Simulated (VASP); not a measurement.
A run of VASP 6.6.1 is set up as follows.

File INCAR:

```
SYSTEM = Au
PREC = Accurate
ENCUT = 520
EDIFF = 1E-6
ISMEAR = -1
SIGMA = 0.05
LREAL = .False.
LASPH = .True.
NELM = 80
ALGO = Fast
ISIF = 2
LWAVE = .False.
LCHARG = .False.
GGA = PS
NBANDS = 12
```

File KPOINTS:

```
Automatic mesh
0
Gamma
  11 11 11
  0 0 0
```

Contents of POSCAR:

```
Au
1.0
   -1.6572690000      1.6572690000      1.6572690000
    1.6572690000     -1.6572690000      1.6572690000
    1.6572690000      1.6572690000     -1.6572690000
Au
1
Direct
    0.0000000000      0.0000000000      0.0000000000
```

Potentials or basis: VASP PAW PBE potentials, release 64 (Au).

Run with:

```bash
$ cat potpaw_PBE.64/Au/POTCAR > POTCAR
$ mpirun -np 1 vasp_std > vasp.out
```

Task: Estimate the pressure.

Result: -9.0 GPa.

Caveat: the PAW data sets were made with another functional, which shifts forces and pressure a little.
